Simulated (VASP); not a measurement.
## Y: single point with PBE

Crystal: Y.

```
CELL_PARAMETERS angstrom
3.64740 0.00000 0.00000
-1.82370 3.15874 0.00000
0.00000 0.00000 5.73060
ATOMIC_POSITIONS crystal
Y 0.66667 0.33333 0.75000
Y 0.33333 0.66667 0.25000
```

- Program: VASP 6.6.1
- Task: single point
- Functional: PBE
- Potentials or basis: VASP PAW PBE potentials, release 64 (Y_sv)
- Cutoff: 520 eV
- k mesh: 8 × 8 × 5
- Occupations: fermi-dirac, width 0.05 eV
- Spin: no spin polarisation
- Dipole correction: no
- Further INCAR settings: ALGO = Fast; EDIFF = 1e-06; NBANDS = 18

* Pressure: -0.2 GPa
* Band gap on the k mesh: zero (band 11 reaches 3.84 eV, above the bottom of band 12 at 2.53 eV)

Stress tensor (GPa, compression positive):
```
-0.09  0.00  0.00
 0.00 -0.09  0.00
 0.00  0.00 -0.51
```

Levels at points of the mesh, in eV from the Fermi level:
```tsv
k point	band 9	band 10	band 11	band 12	band 13	band 14
(0.00, 0.00, 0.00)	-4.67	-1.84	0.87	1.76	1.76	2.05
(0.50, 0.00, 0.00)	-1.66	-1.16	-0.80	-0.10	1.39	1.49
```

Wall time 100 s on 1 thread of Intel(R) Xeon(R) Platinum 8259CL CPU @ 2.50GHz (Skylake/Cascade Lake) (shared host), peak memory 0.21 GiB.
